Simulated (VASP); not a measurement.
Wanted: the native input for a VASP 6.6.1 run.

| Item | Value |
| --- | --- |
| Task | single point |
| Functional | PBE |
| Potentials or basis | VASP PAW PBE potentials, release 64 (Na_pv, Li_sv) |
| Cutoff | 520 eV |
| k mesh | 8 × 8 × 8 |
| Occupations | gaussian, width 0.1 eV |
| Spin | no spin polarisation |
| Dipole correction | no |
| Further INCAR settings | ALGO = Fast; EDIFF = 1e-06; NBANDS = 20 |

The structure of NaLi5 lies in POSCAR:

```
NaLi5
1.0
    4.9164166554      0.0000000000      0.0000000000
    0.0000000000      6.0161879011      2.4686731999
    0.0000000000     -6.0161879011      2.4686731999
Na Li
1 5
Direct
    0.0000000000      0.0833590875      0.0833590875
    0.0000000000      0.4104066031      0.7563122102
    0.0000000000      0.7563122102      0.4104066031
    0.5000000000      0.5832815343      0.5832815343
    0.5000000000      0.2610547217      0.9054323756
    0.5000000000      0.9054323756      0.2610547217
```

The input as run:

INCAR

```
  PREC = Accurate
  ENCUT = 520
  EDIFF = 1E-6
  ISMEAR = 0
  SIGMA = 0.1
  LREAL = F
  LASPH = T
  NELM = 60
  ALGO = Fast
  ISIF = 2
  LWAVE = F
  LCHARG = F
  GGA = PE
  NBANDS = 20
```

KPOINTS

```
regular mesh
0
Gamma
  8 8 8
```

Potentials or basis: VASP PAW PBE potentials, release 64 (Na_pv, Li_sv).

Launch:

```bash
$ cat potpaw_PBE.64/Na_pv/POTCAR potpaw_PBE.64/Li_sv/POTCAR > POTCAR
$ mpirun -np 1 vasp_std > vasp.out
```

It gave:

```json
{
 "Band gap on the k mesh": "zero (bands 11 and 12 overlap by 2.15 eV)"
}
```

Wall time 16 min on 1 thread of Oxide Virtual Turin-like Processor (shared host), peak memory 0.4 GiB.
